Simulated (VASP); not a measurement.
Set up this calculation in VASP 6.6.1, as the native input.

```
Task                   : single point
Functional             : BLYP
Potentials or basis    : VASP PAW PBE potentials, release 64 (Ti_sv, C)
Cutoff                 : 520 eV
k mesh                 : 11 × 11 × 11
Occupations            : fermi-dirac, width 0.05 eV
Spin                   : no spin polarisation
Dipole correction      : no
Further INCAR settings : ALGO = Normal; EDIFF = 1e-06; NBANDS = 15
```

The structure of TiC lies in POSCAR:

```
TiC
1.0
    0.0000000000      2.1364487848      2.1364487848
    2.1364487848      0.0000000000      2.1364487848
    2.1364487848      2.1364487848      0.0000000000
Ti C
1 1
Direct
    0.0000000000      0.0000000000      0.0000000000
    0.5000000000      0.5000000000      0.5000000000
```

One way to write it, as run:

INCAR

```
AGGAC = 1.0
AGGAX = 1.0
ALDAC = 0.0
ALDAX = 1.0
ALGO = Normal
EDIFF = 1E-6
ENCUT = 520
GGA = B5
ISIF = 2
ISMEAR = -1
LASPH = True
LCHARG = False
LREAL = False
LWAVE = False
NBANDS = 15
NELM = 60
PREC = Accurate
SIGMA = 0.05
```

KPOINTS

```
k-points
0
Gamma
  11 11 11
```

Potentials or basis: VASP PAW PBE potentials, release 64 (Ti_sv, C).

The run is started by

```console
$ cat potpaw_PBE.64/Ti_sv/POTCAR potpaw_PBE.64/C/POTCAR > POTCAR
$ mpirun -np 1 vasp_std > vasp.out
```

Results of the run:

```json
{
  "Pressure": "20.6 GPa",
  "Band gap on the k mesh": "zero (band 8 reaches 11.04 eV, above the bottom of band 9 at 9.92 eV)"
}
```

Caveat: the PAW data sets were made with another functional, which shifts forces and pressure a little.

Wall time 19 s on 1 thread of AMD EPYC 7R13 Processor (Zen 3) (shared host), peak memory 0.12 GiB.
